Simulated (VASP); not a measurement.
## AlSi2N: single point with PBE

AlSi2N:

```xyz
4
Lattice="3.4413 0.0000 0.0000 0.0000 3.4413 0.0000 0.0000 0.0000 4.5538" Properties=species:S:1:pos:R:3 pbc="T T T"
Al    0.0000    0.0000    2.2769
Si    1.7206    1.7206    2.2769
Si    1.7206    1.7206    0.0000
N     0.0000    0.0000    0.0000
```

The cell was generated, and may not be a known phase.

```yaml
Program: VASP 6.6.1
Task: single point
Functional: PBE
Potentials_or_basis: VASP PAW PBE potentials, release 64 (Al, Si, N)
Cutoff: 600 eV
k_mesh: 5 × 5 × 4
Occupations: gaussian, width 0.2 eV
Spin: no spin polarisation
```

```
Pressure               : -0.2 GPa
Band gap on the k mesh : zero (bands 8 and 9 overlap by 2.02 eV)
```

Stress tensor (GPa, compression positive):
```
-0.36  0.00  0.00
 0.00 -0.36  0.00
 0.00  0.00  0.09
```

Levels at points of the mesh, in eV from the Fermi level:
```csv
k point,band 4,band 5,band 6,band 7,band 8,band 9,band 10,band 11,band 12,band 13
"(0.00, 0.00, 0.00)",-4.39,-3.42,-3.42,-0.92,0.61,0.61,1.86,4.25,6.39,6.39
"(0.00, 0.00, 0.50)",-2.84,-2.84,-2.35,-0.74,-0.74,0.44,2.61,2.62,5.22,5.26
```

It took 27 s on 1 thread of Intel Xeon 8259CL, with other jobs on the host, peak memory 0.17 GiB.

Caveat: the k points lie up to 0.37 Å⁻¹ apart, too coarse for converged energies and pressures of a metal.
